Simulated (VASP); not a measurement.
Crystal: Sb5S2.

```
Sb S
1.0
     3.14828    1.81766    6.79007
    -3.14828    1.81766    6.79007
     0.00000   -3.63533    6.79007
Sb S
5 2
Direct
  0.50000 0.50000 0.00000
  0.00000 0.50000 0.50000
  0.50000 0.00000 0.50000
  0.00000 0.00000 0.00000
  0.50000 0.50000 0.50000
  0.83149 0.83149 0.83149
  0.16851 0.16851 0.16851
```

- Program: VASP 6.6.1
- Task: relaxation of cell and atoms
- Functional: PBE
- Potentials or basis: VASP PAW PBE potentials, release 64 (Sb, S)
- Cutoff: 600 eV
- k mesh: 3 × 3 × 3
- Occupations: gaussian, width 0.2 eV
- Spin: no spin polarisation

At the start: pressure -4.4 GPa; volume 33.31 Å³/atom.

Task: Where does the relaxation end?

Result: Over 20 steps the energy falls by 848.5 meV/atom and the volume is 28.14 Å³/atom (-15.5 %); space group R-3m (No. 166, to 0.05 Å).

The path:
```
step  energy change (eV)  largest force (eV/Å)  pressure (GPa)  volume (Å³)
   1              0.0000                0.2880           -4.37       233.14
   2             -1.7627                0.2398           -2.27       203.16
   3              8.7524               11.5884           83.47       121.28
   4             -2.3299                0.0995           -0.80       193.49
   5             -3.0096                1.2844           15.06       156.22
   6             -3.1862                0.3439            4.77       173.51
   7             -3.2573                0.5217            6.83       169.02
   8             -3.9423                1.4559            8.55       166.33
   9             -4.0340                2.1725           10.54       164.57
  10             -4.7933                2.2520            4.79       176.96
  11             -5.1450                2.2235            0.39       191.26
  12             -5.1758                2.2006           -0.70       196.02
  13             -5.3971                1.8306           -1.15       196.19
  14             -5.8016                0.7701           -1.57       196.70
  15             -5.5868                1.2491            0.89       197.65
  16             -5.8754                0.0796           -1.16       197.03
  17             -5.9121                0.2613            1.12       191.70
  18             -5.9165                0.1751            0.52       193.00
  19             -5.9327                0.0872            0.20       194.67
  20             -5.9397                0.0516           -0.21       197.01
```

Final structure:
```xyz
7
Lattice="3.5014 2.0216 4.6389 -3.5014 2.0216 4.6389 0.0000 -4.0431 4.6389" Properties=species:S:1:pos:R:3 pbc="T T T"
Sb    0.0000    2.0216    4.6389
Sb   -1.7507   -1.0108    4.6389
Sb    1.7507   -1.0108    4.6389
Sb    0.0000    0.0000    0.0000
Sb    0.0000    0.0000    6.9583
S     0.0000    0.0000   11.1492
S     0.0000    0.0000    2.7674
```

Caveat: the k points lie up to 0.38 Å⁻¹ apart in the final cell; the volume moved by over 15 % at a fixed basis, so the end points are rough; the relaxation stopped at a loose force limit of 0.08 eV/Å, so its end isn't a converged minimum.
